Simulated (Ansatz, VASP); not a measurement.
## Ga2O3 in VASP and in Ansatz

File INCAR:

```
  ALGO = Normal
  EDIFF = 1E-6
  ENCUT = 520
  GGA = PE
  ISIF = 2
  ISMEAR = 0
  LASPH = True
  LCHARG = False
  LREAL = Auto
  LWAVE = False
  NBANDS = 104
  NELM = 100
  PREC = Accurate
  SIGMA = 0.05
```

File KPOINTS:

```
k-points
0
Gamma
  5 9 3
```

File POSCAR:

```
Ga2O3
1.0
    1.4027234631      0.0000000000     -5.7076941965
    0.0000000000      3.0835130475      0.0000000000
   11.4729546772      0.0000000000      4.0183708138
Ga O
8 12
Direct
    0.0432160831      0.0000000000      0.8399134337
    0.6932160831      0.5000000000      0.3399134337
    0.5067839169      0.0000000000      0.6600865663
    0.1567839169      0.5000000000      0.1600865663
    0.2217526167      0.0000000000      0.4085007299
    0.5717526167      0.5000000000      0.9085007299
    0.6282473833      0.0000000000      0.0914992701
   -0.0217526167      0.5000000000      0.5914992701
   -0.2197641970      0.0000000000      0.9134883783
    0.4302358030      0.5000000000      0.4134883783
    0.7697641970      0.0000000000      0.5865116217
    0.4197641970      0.5000000000      0.0865116217
    0.3322314854      0.0000000000      0.9237013128
   -0.0177685146      0.5000000000      0.4237013128
    0.2177685146      0.0000000000      0.5762986872
    0.8677685146      0.5000000000      0.0762986872
    0.1655323377      0.0000000000      0.2460195696
    0.5155323377      0.5000000000      0.7460195696
    0.6844676623      0.0000000000      0.2539804304
    0.0344676623      0.5000000000      0.7539804304
```

Input for Ansatz:

```yaml
crystal:
  lattice:
    - [1.4027234631, 0.0, -5.7076941965]
    - [0.0, 3.0835130475, 0.0]
    - [11.4729546772, 0.0, 4.0183708138]
  atoms:
    - { symbol: Ga, position: [0.0432160831, 0.0, 0.8399134337] }
    - { symbol: Ga, position: [0.6932160831, 0.5, 0.3399134337] }
    - { symbol: Ga, position: [0.5067839169, 0.0, 0.6600865663] }
    - { symbol: Ga, position: [0.1567839169, 0.5, 0.1600865663] }
    - { symbol: Ga, position: [0.2217526167, 0.0, 0.4085007299] }
    - { symbol: Ga, position: [0.5717526167, 0.5, 0.9085007299] }
    - { symbol: Ga, position: [0.6282473833, 0.0, 0.0914992701] }
    - { symbol: Ga, position: [-0.0217526167, 0.5, 0.5914992701] }
    - { symbol: O, position: [-0.219764197, 0.0, 0.9134883783] }
    - { symbol: O, position: [0.430235803, 0.5, 0.4134883783] }
    - { symbol: O, position: [0.769764197, 0.0, 0.5865116217] }
    - { symbol: O, position: [0.419764197, 0.5, 0.0865116217] }
    - { symbol: O, position: [0.3322314854, 0.0, 0.9237013128] }
    - { symbol: O, position: [-0.0177685146, 0.5, 0.4237013128] }
    - { symbol: O, position: [0.2177685146, 0.0, 0.5762986872] }
    - { symbol: O, position: [0.8677685146, 0.5, 0.0762986872] }
    - { symbol: O, position: [0.1655323377, 0.0, 0.2460195696] }
    - { symbol: O, position: [0.5155323377, 0.5, 0.7460195696] }
    - { symbol: O, position: [0.6844676623, 0.0, 0.2539804304] }
    - { symbol: O, position: [0.0344676623, 0.5, 0.7539804304] }
basis:
  ecutwfc: 420
kpoints:
  mp_grid: { grid: [5, 9, 3] }
hamiltonian:
  xc: pbe
scf:
  occupations: { method: gaussian, width: 0.05 }
output:
  forces: true
  stress: true
  eigenvalues: true
```

Alike in both runs: task single point; functional PBE; k mesh 5 × 9 × 3; occupations gaussian, width 0.05 eV; no spin polarisation.

```csv
,VASP,Ansatz
version,VASP 6.6.1,Ansatz 0.2.0
potentials or method,"VASP PAW PBE potentials, release 64 (Ga_d, O), cutoff 520 eV","scalar-relativistic, plane waves, PAW"
valence electrons in the cell,176,176
```

|  | VASP | Ansatz | Ansatz less VASP |
| --- | --- | --- | --- |
| gap on the k mesh at the Fermi level (eV) | 1.09 | 1.11 | +0.021 |
| least direct gap on the mesh (eV) | 1.23 | 1.25 | +0.022 |
| pressure (GPa) | 1.6 | 1.0 | -0.64 |
| traceless stress, the component that is largest in VASP (GPa) | -6.21 | -6.17 | +0.044 |
| rms of the force components (eV/Å) | 0.673 | 0.677 | +0.0046 |

Atom by atom the forces differ by 0.011 eV/Å (rms over components). With one functional, cell and mesh, what is left measures potentials, basis and numerics.
